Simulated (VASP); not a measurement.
# MnSn3 (Pm-3m) in VASP: a series of runs

The runs below take MnSn3 through single point, with PBEsol, r2SCAN.

All numbers are computed with VASP 6.6.1; they aren't measurements. Logs are shortened: lines on timing, memory, paths and dates and some standing lists are left out, and cuts for length are marked.

**1. The cell of the first run**

The structure is cubic, space group Pm-3m (No. 221). Conventional cell: a = 4.514 Å, b = 4.514 Å, c = 4.514 Å, α = 90.00°, β = 90.00°, γ = 90.00°. Within 4.2 Å of Sn (site symmetry 4/mmm) lie 8 Sn at 3.19 Å and 4 Mn at 3.19 Å. Within 4.2 Å of Mn (site symmetry m-3m) lie 12 Sn at 3.19 Å.

**2. Single point, PBEsol**

Contents of INCAR:

```
PREC     = Accurate       # precision mode
ENCUT    = 520            # plane-wave cutoff, eV
EDIFF    = 1E-6           # SCF threshold, eV
ISMEAR   = 0              # smearing method
SIGMA    = 0.1            # smearing width, eV
LREAL    = False          # projectors in reciprocal space
LASPH    = True           # aspherical terms in the spheres
NELM     = 80             # most SCF steps
ALGO     = Fast           # electronic algorithm
ISIF     = 2              # what is computed and relaxed
LWAVE    = False          # write WAVECAR
LCHARG   = False          # write CHGCAR
GGA      = PS             # functional
NBANDS   = 36             # bands
```

Contents of KPOINTS:

```
regular mesh
0
Gamma
  10 10 10
```

Contents of POSCAR:

```
MnSn3
1.0
    4.5142541880      0.0000000000      0.0000000000
    0.0000000000      4.5142541880      0.0000000000
    0.0000000000      0.0000000000      4.5142541880
Sn Mn
3 1
Direct
    0.0000000000      0.5000000000      0.5000000000
    0.5000000000      0.0000000000      0.5000000000
    0.5000000000      0.5000000000      0.0000000000
    0.0000000000      0.0000000000      0.0000000000
```

Potentials or basis: VASP PAW PBE potentials, release 64 (Sn_d, Mn_pv).

The run is started by

```console
$ cat potpaw_PBE.64/Sn_d/POTCAR potpaw_PBE.64/Mn_pv/POTCAR > POTCAR
$ mpirun -np 1 vasp_std > vasp.out
```

OUTCAR:

```text
PREC = Accurate
   ENCUT = 520
   EDIFF = 1E-6
   ISMEAR = 0
   LREAL = False
   LASPH = True
   NELM = 80
   ISIF = 2
   GGA = PS

 ion  position               nearest neighbor table
   1  0.000  0.500  0.500-   2 3.19   3 3.19   4 3.19   3 3.19   4 3.19   2 3.19   4 3.19   4 3.19
                             2 3.19   3 3.19   3 3.19   2 3.19
   2  0.500  0.000  0.500-   1 3.19   3 3.19   4 3.19   3 3.19   4 3.19   1 3.19   3 3.19   3 3.19
                             1 3.19   4 3.19   4 3.19   1 3.19
   3  0.500  0.500  0.000-   1 3.19   2 3.19   4 3.19   1 3.19   2 3.19   2 3.19   4 3.19   2 3.19
                             1 3.19   4 3.19   1 3.19   4 3.19
   4  0.000  0.000  0.000-   1 3.19   2 3.19   3 3.19   1 3.19   2 3.19   1 3.19   3 3.19   1 3.19
                             2 3.19   3 3.19   2 3.19   3 3.19

  LATTYP: Found a simple cubic cell.
 ALAT       =     4.5142541880

  Lattice vectors:

 A1 = (   4.5142541880,   0.0000000000,   0.0000000000)
 A2 = (   0.0000000000,   4.5142541880,   0.0000000000)
 A3 = (   0.0000000000,   0.0000000000,   4.5142541880)

Analysis of symmetry for initial positions (statically):
=====================================================================
 Subroutine PRICEL returns:
 Original cell was already a primitive cell.

 Routine SETGRP: Setting up the symmetry group for a
 simple cubic supercell.

 Subroutine GETGRP returns: Found 48 space group operations
 (whereof 48 operations were pure point group operations)
 out of a pool of 48 trial point group operations.

The static configuration has the point symmetry O_h .

Analysis of symmetry for dynamics (positions and initial velocities):
=====================================================================
 Subroutine PRICEL returns:
 Original cell was already a primitive cell.

 Routine SETGRP: Setting up the symmetry group for a
 simple cubic supercell.

 Subroutine GETGRP returns: Found 48 space group operations
 (whereof 48 operations were pure point group operations)
 out of a pool of 48 trial point group operations.

The dynamic configuration has the point symmetry O_h .

 Subroutine INISYM returns: Found 48 space group operations
 (whereof 48 operations are pure point group operations),
 and found     1 'primitive' translations

----------------------------------------------------------------------------------------

                                     Primitive cell

  volume of cell :      91.9937
[... 88 lines left out ...]
   LNONCOLLINEAR =      F non collinear calculations
   LSORBIT =      F    spin-orbit coupling
   LASPH  =      T    aspherical Exc in radial PAW
   ENCUT  =  520.0 eV  38.22 Ry    6.18 a.u.   8.39  8.39  8.39*2*pi/ulx,y,z
   NELM   =     80;   NELMIN=  2; NELMDL= -5     # of ELM steps
   EDIFF  = 0.1E-05   stopping-criterion for ELM
   LREAL  =      F    real-space projection
   EDIFFG = 0.1E-04   stopping-criterion for IOM
   NSW    =      0    number of steps for IOM
   IBRION =     -1    ionic relax: 0-MD 1-quasi-New 2-CG
   NFREE  =      0    steps in history (QN), initial steepest desc. (CG)
   ISIF   =      2    stress and relaxation
   ISYM   =      2    0-nonsym 1-usesym 2-fastsym
   POTIM  = 0.5000    time-step for ionic-motion
   TEBEG  =    0.0;   TEEND  =   0.0 temperature during run
   PSTRESS=    0.0 pullay stress
   NELECT =      55.0000    total number of electrons
   NUPDOWN=      -1.0000    fix difference up-down
   EMIN   =  10.00;   EMAX   =-10.00  energy-range for DOS
   EFERMI =   0.00;   METHOD = LEGACY
   ISMEAR =     0;   SIGMA  =   0.10  broadening in eV -4-tet -1-fermi 0-gaus
   EFERMI_NEDOS =   21; number of points for ismear=-14 and -15
   IALGO  =     68    algorithm
   IMIX   =      4    mixing-type and parameters
     AMIX     =   0.40;   BMIX     =  1.00
     AMIX_MAG =   1.60;   BMIX_MAG =  1.00
  volume/ion in A,a.u.               =      23.00       155.20
  Fermi-wavevector in a.u.,A,eV,Ry     =   1.379144  2.606205 25.878813  1.902039
  Thomas-Fermi vector in A             =   2.504141
   LORBIT       =      0    0 simple, 1 ext, 2 COOP (PROOUT), +10 PAW based schemes
   GGA     = PS    functional components
   LHFCALC =     F    Hartree Fock is set to
   AEXX    =    0.0000 exact exchange contribution
   IVDW    =     0    specifies the selected vdW correction
   LEPSILON=     F    determine dielectric tensor
   LRPA    =     F    only Hartree local field effects (RPA)
 non-spin polarized calculation
 RMM-DIIS sequential band-by-band and
 Gauss-broadening in eV      SIGMA  =   0.10
  energy-cutoff  :      520.00
  volume of cell :       91.99
 maximum number of plane-waves:      2517
 NGX is ok and might be reduce to    36
   NGX = 17   NGY = 17   NGZ = 17

 number of electron      55.0000040 magnetization

 Free energy of the ion-electron system (eV)
  ---------------------------------------------------
  ext. energy  EPLUGINS =         0.00000000
  ---------------------------------------------------
  free energy    TOTEN  =       -19.58796664 eV

  energy without entropy =      -19.53959282  energy(sigma->0) =      -19.56377973

 E-fermi :   8.3105     XC(G=0): -11.0194

 val. band max:        8.3097560222   @ k =   0.3000   0.2000   0.2000
 cond. band min:       8.3110633106   @ k =   0.4000   0.3000   0.3000
 fundamental gap:      0.0013072884
 Fermi energy:         8.3105466413

 k-point     1 :       0.0000    0.0000    0.0000
  band No.  band energies     occupation
      1     -38.9641      2.00000
      2     -38.9641      2.00000
      3     -38.9641      2.00000
      4     -13.2529      2.00000
      5     -13.2529      2.00000
      6     -13.2529      2.00000
[... 925 lines left out ...]
     35      12.1286      0.00000
     36      13.1850      0.00000

 [... further k-points ...]
[... 5 lines left out ...]
  --------------------------------------------------------------------------------------
  -------------------------------------------------------------------------------------
  Total       -3.8072988     -3.8072988     -3.8072988      0.0000000      0.0000000     -0.0000000
  in kB      -66.3085475    -66.3085475    -66.3085475      0.0000000      0.0000000     -0.0000000
  external PRESSURE =     -66.3085475 kB  Pullay stress =       0.0000000 kB

 VOLUME and BASIS-vectors are now :
 -----------------------------------------------------------------------------
  energy-cutoff  :      520.00
  volume of cell :       91.99
      direct lattice vectors                 reciprocal lattice vectors
     4.514254188  0.000000000  0.000000000     0.221520534  0.000000000  0.000000000
     0.000000000  4.514254188  0.000000000     0.000000000  0.221520534  0.000000000
     0.000000000  0.000000000  4.514254188     0.000000000  0.000000000  0.221520534

 POSITION                                       TOTAL-FORCE (eV/Angst)
 -----------------------------------------------------------------------------------
      0.00000      2.25713      2.25713         0.000000      0.000000      0.000000
      2.25713      0.00000      2.25713         0.000000      0.000000      0.000000
      2.25713      2.25713      0.00000         0.000000      0.000000      0.000000
      0.00000      0.00000      0.00000         0.000000      0.000000      0.000000
 -----------------------------------------------------------------------------------
    total drift:                                0.000000      0.000000      0.000000

  FREE ENERGIE OF THE ION-ELECTRON SYSTEM (eV)
  ---------------------------------------------------
  free  energy   TOTEN  =       -19.5879666411 eV

  energy  without entropy=      -19.5395928186  energy(sigma->0) =      -19.56377973
```

It took 2 min on 1 thread of Intel Xeon 6975P-C (Granite Rapids), shared host; peak memory 0.3 GiB.

Results:

```
Free energy            : -19.5880 eV
Pressure               : -6.6 GPa
Band gap on the k mesh : zero (an odd number of electrons rules out a gap without spin polarisation)
```

Levels at points of the mesh, in eV from the Fermi level:
```
           k point  band 26  band 27  band 28  band 29  band 30  band 31
(0.00, 0.00, 0.00)    -0.32    -0.32     0.21     0.21     0.45     2.94
(0.50, 0.00, 0.00)    -0.30    -0.24    -0.24     0.53     0.63     0.63
(0.50, 0.50, 0.00)    -0.18    -0.13     0.20     0.53     1.09     1.09
(0.50, 0.50, 0.50)    -0.63    -0.05    -0.05     0.24     0.24     0.24
```

Caveat: the cell stands under tension; the PAW data sets were made with another functional, which shifts forces and pressure a little; spin-orbit coupling is left out, which moves the levels of the heavy elements; the run has no spin polarisation, though such a crystal can be magnetic. Spin polarisation is off, so any magnetic state and its effect on volume and gap are missing.

**3. Single point, PBEsol, collinear spin, ferromagnetic start**

This run uses another cell than the first one, of 22.90 Å³/atom.

Contents of INCAR:

```
SYSTEM = MnSn3
  ALGO = Normal
  EDIFF = 1E-7
  ENCUT = 520
  GGA = PS
  ISIF = 2
  ISMEAR = 0
  ISPIN = 2
  LASPH = .TRUE.
  LCHARG = .FALSE.
  LMAXMIX = 4
  LORBIT = 11
  LREAL = .FALSE.
  LWAVE = .FALSE.
  MAGMOM = 0 0 0 4.05
  NBANDS = 40
  NELM = 150
  PREC = Accurate
  SIGMA = 0.1
```

Contents of KPOINTS:

```
k-points
0
G
  6 6 6
  0 0 0
```

Contents of POSCAR:

```
MnSn3
1.0
    4.5078322324      0.0000000000      0.0000000000
    0.0000000000      4.5078322324      0.0000000000
    0.0000000000      0.0000000000      4.5078322324
Sn Mn
3 1
Direct
    0.0000000000      0.5000000000      0.5000000000
    0.5000000000      0.0000000000      0.5000000000
    0.5000000000      0.5000000000      0.0000000000
    0.0000000000      0.0000000000      0.0000000000
```

Potentials or basis: VASP PAW PBE potentials, release 64 (Sn_d, Mn_pv).

The run is started by

```console
$ cat potpaw_PBE.64/Sn_d/POTCAR potpaw_PBE.64/Mn_pv/POTCAR > POTCAR
$ mpirun -np 1 vasp_std > vasp.out
```

Wall time 84 s (1 thread of Intel Xeon 6975P-C (Granite Rapids), shared host); peak memory 0.3 GiB.

It converged, with:

- Free energy: -21.3706 eV
- Pressure: 0.2 GPa
- Net moment: 4.07 μB per cell
- Site moments: Sn -0.03; Mn +3.91 μB
- Valence electrons inside the program's atomic spheres: Sn 12.26; Mn 11.36

Levels at points of the mesh, in eV from the Fermi level:
Spin up:
```csv
k point,band 27,band 28,band 29,band 30,band 31,band 32
"(0.00, 0.00, 0.00)",-2.89,-2.18,-2.18,-0.38,2.72,2.72
"(0.50, 0.00, 0.00)",-0.96,-0.96,-0.67,-0.67,-0.48,0.45
"(0.50, 0.50, 0.00)",-2.61,-0.26,0.05,0.71,0.71,1.25
"(0.50, 0.50, 0.50)",-2.79,-2.35,-2.35,-2.35,-1.76,6.92
```
Spin down:
```tsv
k point	band 23	band 24	band 25	band 26	band 27	band 28
(0.00, 0.00, 0.00)	-3.48	-3.48	0.41	0.45	0.45	0.45
(0.50, 0.00, 0.00)	-2.49	-1.45	-0.53	-0.53	-0.23	0.48
(0.50, 0.50, 0.00)	-1.12	-1.12	-0.57	0.06	0.55	0.71
(0.50, 0.50, 0.50)	-4.32	-4.32	-4.32	-0.74	0.84	0.84
```

Caveat: the PAW data sets were made with another functional, which shifts forces and pressure a little; spin-orbit coupling is left out, which moves the levels of the heavy elements.

**4. Single point, r2SCAN**

Contents of POSCAR:

```
MnSn3
1.0
    4.5142541880      0.0000000000      0.0000000000
    0.0000000000      4.5142541880      0.0000000000
    0.0000000000      0.0000000000      4.5142541880
Sn Mn
3 1
Direct
    0.0000000000      0.5000000000      0.5000000000
    0.5000000000      0.0000000000      0.5000000000
    0.5000000000      0.5000000000      0.0000000000
    0.0000000000      0.0000000000      0.0000000000
```

Contents of INCAR.step1:

```
  ALGO = Normal
  EDIFF = 1E-4
  ENCUT = 520
  GGA = PE
  ISMEAR = 0
  LASPH = T
  LCHARG = F
  LREAL = F
  LWAVE = T
  NBANDS = 36
  NELM = 80
  PREC = Accurate
  SIGMA = 0.1
```

Contents of INCAR.step2:

```
  ALGO = Normal
  EDIFF = 1E-6
  ENCUT = 520
  ISIF = 2
  ISMEAR = 0
  ISTART = 1
  LASPH = T
  LCHARG = F
  LMIXTAU = T
  LREAL = F
  LWAVE = F
  METAGGA = R2SCAN
  NBANDS = 36
  NELM = 80
  PREC = Accurate
  SIGMA = 0.1
```

Contents of KPOINTS:

```
k-points
0
Gamma
  10 10 10
```

The run is started by

```console
$ cat potpaw_PBE.64/Sn_d/POTCAR potpaw_PBE.64/Mn_pv/POTCAR > POTCAR
$ cp INCAR.step1 INCAR
$ mpirun -np 1 vasp_std > vasp.out
$ cp INCAR.step2 INCAR
$ mpirun -np 1 vasp_std > vasp.out
```

It took 4.4 min on 1 thread of Intel Xeon 6975P-C (Granite Rapids), shared host; peak memory 0.31 GiB.

The run converged. Its results:

```
Free energy            : -85.0676 eV
Pressure               : -5.1 GPa
Band gap on the k mesh : zero (an odd number of electrons rules out a gap without spin polarisation)
```

Levels at points of the mesh, in eV from the Fermi level:
```
           k point  band 24  band 25  band 26  band 27  band 28  band 29  band 30  band 31  band 32  band 33
(0.00, 0.00, 0.00)    -3.60    -0.23    -0.23    -0.23    -0.03    -0.03     0.59     2.99     2.99     2.99
(0.50, 0.00, 0.00)    -1.82    -0.67    -0.44    -0.44    -0.21     0.58     0.71     0.71     0.82     2.34
(0.50, 0.50, 0.00)    -1.41    -0.60    -0.47    -0.45     0.07     0.69     1.19     1.19     2.32     2.32
(0.50, 0.50, 0.50)    -4.32    -4.32    -0.70    -0.37    -0.37     0.38     0.38     0.38     7.42     7.42
```

Caveat: the cell stands under tension; the PAW data sets were made with another functional, which shifts forces and pressure a little; spin-orbit coupling is left out, which moves the levels of the heavy elements; the run has no spin polarisation, though such a crystal can be magnetic.

(Part 1 of 2 ends here.)
